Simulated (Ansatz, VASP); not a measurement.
**Two plane-wave programs on In2O3**

```
In O
1.0
     2.78765    1.60945    4.91865
    -2.78765    1.60945    4.91865
     0.00000   -3.21890    4.91865
In O
4 6
Cartesian
  0.0000 0.0000 5.2710
  0.0000 0.0000 2.1070
  0.0000 0.0000 9.4850
  0.0000 0.0000 12.6490
  -1.1343 1.6094 8.6076
  -0.8267 -1.7871 8.6076
  1.9610 0.1776 8.6076
  1.1343 -1.6094 6.1483
  0.8267 1.7871 6.1483
  -1.9610 -0.1776 6.1483
```

Alike in both runs: task single point; functional PBE; k mesh 4 × 4 × 4; no spin polarisation.

|  | VASP | Ansatz |
| --- | --- | --- |
| version | VASP 6.6.1 | Ansatz 0.2.0 |
| potentials or method | VASP PAW PBE potentials, release 64 (In_d, O) | plane waves, PAW |
| plane-wave cutoff (eV) | 520 | 420 |
| occupations | gaussian, width 0.01 eV | fixed |
| valence electrons in the cell | 88 | 88 |

Ansatz gave:

| Property | Result |
| --- | --- |
| gap on the k mesh at the Fermi level (eV) | 0.97 |
| pressure (GPa) | 0.0 |
| traceless stress, the component that is largest in VASP (GPa) | 0.01 |
| rms of the force components (eV/Å) | 0.001 |

Problem. What did VASP give for the same quantities?

Solution. gap on the k mesh at the Fermi level (eV): 0.97; pressure (GPa): 0.4; traceless stress, the component that is largest in VASP (GPa): -0.10; rms of the force components (eV/Å): 0.007.

Atom by atom the forces differ by 0.006 eV/Å (rms over components).
